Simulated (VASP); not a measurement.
A run of VASP 6.6.1 is set up as follows.

INCAR

```
PREC = Accurate
ENCUT = 600
EDIFF = 1E-7
ISMEAR = 0
SIGMA = 0.1
LREAL = F
LASPH = T
NELM = 60
ALGO = Normal
ISIF = 3
LWAVE = F
LCHARG = F
GGA = PE
IBRION = 2
NSW = 90
EDIFFG = -0.04
```

KPOINTS

```
regular mesh
0
Gamma
  6 6 6
```

Contents of POSCAR:

```
WCl2F2
1.0
   -1.8577707900      1.8577707900      5.9623051000
    1.8577707900     -1.8577707900      5.9623051000
    1.8577707900      1.8577707900     -5.9623051000
W Cl F
1 2 2
Direct
    0.0000000000      0.0000000000      0.0000000000
    0.1381600100      0.1381600100      0.0000000000
    0.8618399900      0.8618399900      0.0000000000
    0.3475900000      0.3475900000      0.0000000000
    0.6524100000      0.6524100000      0.0000000000
```

Potentials or basis: VASP PAW PBE potentials, release 64 (W_sv, Cl, F).

The run is started by

```bash
$ cat potpaw_PBE.64/W_sv/POTCAR potpaw_PBE.64/Cl/POTCAR potpaw_PBE.64/F/POTCAR > POTCAR
$ mpirun -np 1 vasp_std > vasp.out
```

Q: Predict the space group after relaxing (to 0.1 Å).

A: I4/mmm (No. 139).

Q: What does it give for the relaxed volume?

A: 16.40 Å³/atom.

Q: Predict the band gap on the k mesh.

A: Zero (bands 21 and 22 overlap by 1.32 eV).

Stress tensor (GPa, compression positive):
```
0.02 0.00 0.00
0.00 0.02 0.00
0.00 0.00 0.22
```

Caveat: a cell axis changed by over 15 % at a fixed basis, so the end point is rough; spin-orbit coupling is left out, which moves the levels of the heavy elements.
